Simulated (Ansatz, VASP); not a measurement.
## Two plane-wave programs on C

```
C
1.0
     3.45995    0.00000    0.00000
     0.00000    3.45995    0.00000
     0.00000    0.00000    2.35402
C
4
Direct
  0.28767 0.00000 0.00000
  0.71233 0.00000 0.00000
  0.00000 0.28767 0.50000
  0.00000 0.71233 0.50000
```

Alike in both runs: task single point; functional PBE; k mesh 6 × 6 × 8; occupations gaussian, width 0.1 eV; collinear spin.

|  | VASP | Ansatz |
| --- | --- | --- |
| version | VASP 6.6.1 | Ansatz 0.2.0 |
| potentials or method | VASP PAW PBE potentials, release 64 (C), cutoff 600 eV | scalar-relativistic, plane waves, PAW |
| valence electrons in the cell | 16 | 16 |

Ansatz gave:

```
gap on the k mesh at the Fermi level (eV)                     : none
pressure (GPa)                                                : -0.5
traceless stress, the component that is largest in VASP (GPa) : 0.60
rms of the force components (eV/Å)                            : 0.043
net moment per atom (μB)                                      : 0.00
```

What did VASP give for the same quantities?

gap on the k mesh at the Fermi level (eV): none; pressure (GPa): -0.5; traceless stress, the component that is largest in VASP (GPa): 0.57; rms of the force components (eV/Å): 0.028; net moment per atom (μB): 0.00.

Atom by atom the forces differ by 0.015 eV/Å (rms over components). A gap of «none» marks a metal or a gap that the smearing closes. Ansatz's warnings: seeded moment not kept.
